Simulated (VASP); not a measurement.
# P (P2/m) in VASP: single point with PBEsol

Aim: the single point of P with PBEsol.

All numbers are computed with VASP 6.6.1; they aren't measurements. Logs are shortened: lines on timing, memory, paths and dates and some standing lists are left out, and cuts for length are marked.

## (1) The cell of the first run

Symmetry: P2/m, No. 10, monoclinic system. The conventional cell has a = 4.273 Å, b = 4.273 Å, c = 4.378 Å, α = 90.00°, β = 91.43°, γ = 90.00°. Within 5.6 Å of P (site symmetry 2/m) lie 6 P at 4.27 to 4.38 Å.

## (2) Single point, PBEsol (strain +0.0250 x Voigt [0, 0, 0, 0, 1, 0])

Contents of INCAR:

```
  ALGO = Normal
  EDIFF = 1E-6
  ENCUT = 500
  GGA = PS
  GGA_COMPAT = False
  ISIF = 2
  ISMEAR = 0
  LASPH = True
  LCHARG = True
  LELF = True
  LREAL = False
  LVHAR = True
  LWAVE = False
  NBANDS = 8
  NELM = 120
  PREC = Accurate
  SIGMA = 0.15
```

Contents of KPOINTS:

```
k-points
0
Gamma
  12 12 12
```

Contents of POSCAR:

```
P
1.0
    4.2729048574      0.0000000000      0.0534113107
    0.0000000000      4.2729048574      0.0000000000
    0.0547250000      0.0000000000      4.3780000000
P
1
Direct
    0.0000000000      0.0000000000      0.0000000000
```

Potentials or basis: VASP PAW PBE potentials, release 64 (P).

On the command line:

```console
> cat potpaw_PBE.64/P/POTCAR > POTCAR
> mpirun -np 1 vasp_std > vasp.out
```

OUTCAR:

```text
EDIFF = 1E-6
   ENCUT = 500
   GGA = PS
   ISIF = 2
   ISMEAR = 0
   LASPH = True
   LREAL = False
   NELM = 120
   PREC = Accurate

 ion  position               nearest neighbor table
   1  0.000  0.000  0.000-

  LATTYP: Found a simple monoclinic cell.
 ALAT       =     4.2732386651
 B/A-ratio  =     0.9999218842
 C/A-ratio  =     1.0245957132
 COS(beta)  =    -0.0249960944

  Lattice vectors:

 A1 = (   4.2729048574,   0.0000000000,   0.0534113107)
 A2 = (   0.0000000000,  -4.2729048574,   0.0000000000)
 A3 = (  -0.0547250000,   0.0000000000,  -4.3780000000)

Analysis of symmetry for initial positions (statically):
=====================================================================
 Subroutine PRICEL returns:
 Original cell was already a primitive cell.

 Routine SETGRP: Setting up the symmetry group for a
 simple monoclinic supercell.

 Subroutine GETGRP returns: Found  4 space group operations
 (whereof  4 operations were pure point group operations)
 out of a pool of  4 trial point group operations.

The static configuration has the point symmetry C_2h.

Analysis of symmetry for dynamics (positions and initial velocities):
=====================================================================
 Subroutine PRICEL returns:
 Original cell was already a primitive cell.

 Routine SETGRP: Setting up the symmetry group for a
 simple monoclinic supercell.

 Subroutine GETGRP returns: Found  4 space group operations
 (whereof  4 operations were pure point group operations)
 out of a pool of  4 trial point group operations.

The dynamic configuration has the point symmetry C_2h.

 Subroutine INISYM returns: Found  4 space group operations
 (whereof  4 operations are pure point group operations),
 and found     1 'primitive' translations

----------------------------------------------------------------------------------------

                                     Primitive cell

  volume of cell :      79.9198

  direct lattice vectors                    reciprocal lattice vectors
     4.272904857  0.000000000  0.053411311     0.234069400  0.000000000 -0.002925867
     0.000000000  4.272904857  0.000000000     0.000000000  0.234032826  0.000000000
     0.054725000  0.000000000  4.378000000    -0.002855631  0.000000000  0.228450497

  length of vectors
     4.273238665  4.272904857  4.378342018     0.234087686  0.234032826  0.228468344
[... 79 lines left out ...]
   EDIFF  = 0.1E-05   stopping-criterion for ELM
   LREAL  =      F    real-space projection
   EDIFFG = 0.1E-04   stopping-criterion for IOM
   NSW    =      0    number of steps for IOM
   IBRION =     -1    ionic relax: 0-MD 1-quasi-New 2-CG
   NFREE  =      0    steps in history (QN), initial steepest desc. (CG)
   ISIF   =      2    stress and relaxation
   ISYM   =      2    0-nonsym 1-usesym 2-fastsym
   POTIM  = 0.5000    time-step for ionic-motion
   TEBEG  =    0.0;   TEEND  =   0.0 temperature during run
   PSTRESS=    0.0 pullay stress
   NELECT =       5.0000    total number of electrons
   NUPDOWN=      -1.0000    fix difference up-down
   EMIN   =  10.00;   EMAX   =-10.00  energy-range for DOS
   EFERMI =   0.00;   METHOD = LEGACY
   ISMEAR =     0;   SIGMA  =   0.15  broadening in eV -4-tet -1-fermi 0-gaus
   EFERMI_NEDOS =   21; number of points for ismear=-14 and -15
   IALGO  =     38    algorithm
   IMIX   =      4    mixing-type and parameters
     AMIX     =   0.40;   BMIX     =  1.00
     AMIX_MAG =   1.60;   BMIX_MAG =  1.00
  volume/ion in A,a.u.               =      79.92       539.33
  Fermi-wavevector in a.u.,A,eV,Ry     =   0.649900  1.228133  5.746698  0.422370
  Thomas-Fermi vector in A             =   1.719005
   LORBIT       =      0    0 simple, 1 ext, 2 COOP (PROOUT), +10 PAW based schemes
   GGA     = PS    functional components
   LHFCALC =     F    Hartree Fock is set to
   AEXX    =    0.0000 exact exchange contribution
   IVDW    =     0    specifies the selected vdW correction
   LEPSILON=     F    determine dielectric tensor
   LRPA    =     F    only Hartree local field effects (RPA)
 non-spin polarized calculation
 Gauss-broadening in eV      SIGMA  =   0.15
  energy-cutoff  :      500.00
  volume of cell :       79.92
 maximum number of plane-waves:      2052
   NGX = 15   NGY = 15   NGZ = 15

 number of electron       4.9999998 magnetization

 Free energy of the ion-electron system (eV)
  ---------------------------------------------------
  ext. energy  EPLUGINS =         0.00000000
  ---------------------------------------------------
  free energy    TOTEN  =        -1.18840427 eV

  energy without entropy =       -1.15029451  energy(sigma->0) =       -1.16934939

 E-fermi :  -3.0791     XC(G=0):  -5.0526

 val. band max:       -3.0791254082   @ k =   0.3333   0.2500   0.1667
 cond. band min:      -3.0787474414   @ k =   0.3333   0.1667   0.2500
 fundamental gap:      0.0003779668
 Fermi energy:        -3.0790922298

 k-point     1 :       0.0000    0.0000    0.0000
  band No.  band energies     occupation
      1     -11.8100      2.00000
      2      -2.6323      0.00003
      3      -2.5225      0.00000
      4      -2.5212      0.00000
      5       1.5518      0.00000
      6       4.3636      0.00000
      7       4.4446      0.00000
      8       8.9622      0.00000
[... 243 lines left out ...]
 k-point    24 :       0.1667    0.2500    0.0000
  band No.  band energies     occupation
      1     -11.6864      2.00000
      2      -3.2537      1.90035
      3      -2.8393      0.02377
      4      -2.5216      0.00000
      5       2.7178      0.00000
      6       4.8368      0.00000
      7       5.3728      0.00000
      8       6.6291      0.00000

 [... further k-points ...]

------------------------ aborting loop because EDIFF is reached ----------------------------------------

  FORCE on cell =-STRESS in cart. coord.  units (eV):
  Direction    XX          YY          ZZ          XY          YZ          ZX
  --------------------------------------------------------------------------------------
  -------------------------------------------------------------------------------------
  Total       -1.9907382     -1.9915679     -1.7820788      0.0000000      0.0000000     -0.0477106
  in kB      -39.9089578    -39.9255925    -35.7258982      0.0000000      0.0000000     -0.9564698
  external PRESSURE =     -38.5201495 kB  Pullay stress =       0.0000000 kB

 VOLUME and BASIS-vectors are now :
 -----------------------------------------------------------------------------
  energy-cutoff  :      500.00
  volume of cell :       79.92
      direct lattice vectors                 reciprocal lattice vectors
     4.272904857  0.000000000  0.053411311     0.234069400  0.000000000 -0.002925867
     0.000000000  4.272904857  0.000000000     0.000000000  0.234032826  0.000000000
     0.054725000  0.000000000  4.378000000    -0.002855631  0.000000000  0.228450497

 POSITION                                       TOTAL-FORCE (eV/Angst)
 -----------------------------------------------------------------------------------
      0.00000      0.00000      0.00000         0.000000      0.000000      0.000000
 -----------------------------------------------------------------------------------
    total drift:                                0.000000      0.000000      0.000000

  FREE ENERGIE OF THE ION-ELECTRON SYSTEM (eV)
  ---------------------------------------------------
  free  energy   TOTEN  =        -1.1884042722 eV

  energy  without entropy=       -1.1502945096  energy(sigma->0) =       -1.16934939
```

OSZICAR:

```text
N       E                     dE             d eps       ncg     rms          rms(c)
DAV:   1     0.787111472158E+01    0.78711E+01   -0.12568E+03  8288   0.347E+02
DAV:   2    -0.756549598784E+00   -0.86277E+01   -0.85165E+01 11288   0.453E+01
DAV:   3    -0.120333002672E+01   -0.44678E+00   -0.42935E+00 10384   0.106E+01
DAV:   4    -0.120747590120E+01   -0.41459E-02   -0.41413E-02 14432   0.118E+00
DAV:   5    -0.120748345276E+01   -0.75516E-05   -0.75514E-05 11480   0.343E-02    0.604E-01
DAV:   6    -0.119092334189E+01    0.16560E-01   -0.29236E-02 10360   0.643E-01    0.324E-01
DAV:   7    -0.118736565367E+01    0.35577E-02   -0.28361E-02 10840   0.663E-01    0.156E-01
DAV:   8    -0.118832588961E+01   -0.96024E-03   -0.11244E-03 10568   0.162E-01    0.271E-02
DAV:   9    -0.118834658097E+01   -0.20691E-04   -0.12966E-05 14160   0.206E-02    0.892E-03
DAV:  10    -0.118839904919E+01   -0.52468E-04   -0.67259E-05  8912   0.352E-02    0.224E-03
DAV:  11    -0.118840425802E+01   -0.52088E-05   -0.10897E-05  9688   0.134E-02    0.155E-03
DAV:  12    -0.118840427215E+01   -0.14129E-07   -0.37794E-07 11752   0.260E-03
   1 F= -.11884043E+01 E0= -.11693494E+01  d E =-.381098E-01
```

Run time: 1.8 min. Hardware: 1 thread of Intel Xeon Platinum 8488C (Sapphire Rapids), shared host; peak memory 0.37 GiB.

Results:

- Free energy: -1.1884 eV
- Pressure: -3.9 GPa
- Band gap on the k mesh: zero (an odd number of electrons rules out a gap without spin polarisation)

Caveat: the cell differs from its parent crystal (strain +0.0250 x Voigt [0, 0, 0, 0, 1, 0]); the cell stands under tension; the atoms stand far beyond bonding distance, and open shells without spin polarisation read as a metal; the PAW data sets were made with another functional, which shifts forces and pressure a little.
